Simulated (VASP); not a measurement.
Write the native input for VASP 6.6.1 that does the following.

```yaml
Task: single point
Functional: PBE
Potentials_or_basis: VASP PAW PBE potentials, release 64 (Si, C)
Cutoff: 520 eV
k_mesh: 12 × 12 × 6
Occupations: gaussian, width 0.05 eV
Spin: no spin polarisation
Dipole_correction: no
Further_INCAR_settings: ALGO = Normal; EDIFF = 1e-06; NBANDS = 16
```

The structure of SiC lies in POSCAR:

```
SiC
1.0
    3.0917664073      0.0000000000      0.0000000000
   -1.5458832036      2.6775482513      0.0000000000
    0.0000000000      0.0000000000      5.0740211774
Si C
2 2
Direct
    0.3333333333      0.6666666667      0.0045635313
    0.6666666667      0.3333333333      0.5045635313
    0.4054833553      0.7194841485      0.3804364687
    0.6666666667      0.3333333333      0.8804364687
```

This cell differs from its parent crystal: atom 3 (C) moved by (+0.200, +0.000) A along [1 1 0] and z.

One way to write it, as run:

INCAR

```
PREC = Accurate
ENCUT = 520
EDIFF = 1E-6
ISMEAR = 0
SIGMA = 0.05
LREAL = F
LASPH = T
NELM = 100
ALGO = Normal
ISIF = 2
LWAVE = F
LCHARG = F
GGA = PE
NBANDS = 16
```

KPOINTS

```
regular mesh
0
Gamma
  12 12 6
```

Potentials or basis: VASP PAW PBE potentials, release 64 (Si, C).

The run is started by

```bash
$ cat potpaw_PBE.64/Si/POTCAR potpaw_PBE.64/C/POTCAR > POTCAR
$ mpirun -np 1 vasp_std > vasp.out
```

Results of the run:

| Item | Value |
| --- | --- |
| Pressure | 2.1 GPa |
| Largest force | 3.272 eV/Å |
| Band gap on the k mesh | 1.85 eV, indirect (least direct gap 3.81 eV) |

Caveat: the cell differs from its parent crystal (atom 3 (C) moved by (+0.200, +0.000) A along [1 1 0] and z); forces of over 1 eV/Å act on the atoms, so gaps and moduli don't describe the material at rest.

Run time: 120 s on 1 thread of Intel(R) Xeon(R) 6975P-C (Granite Rapids), on a shared host, peak memory 0.34 GiB.
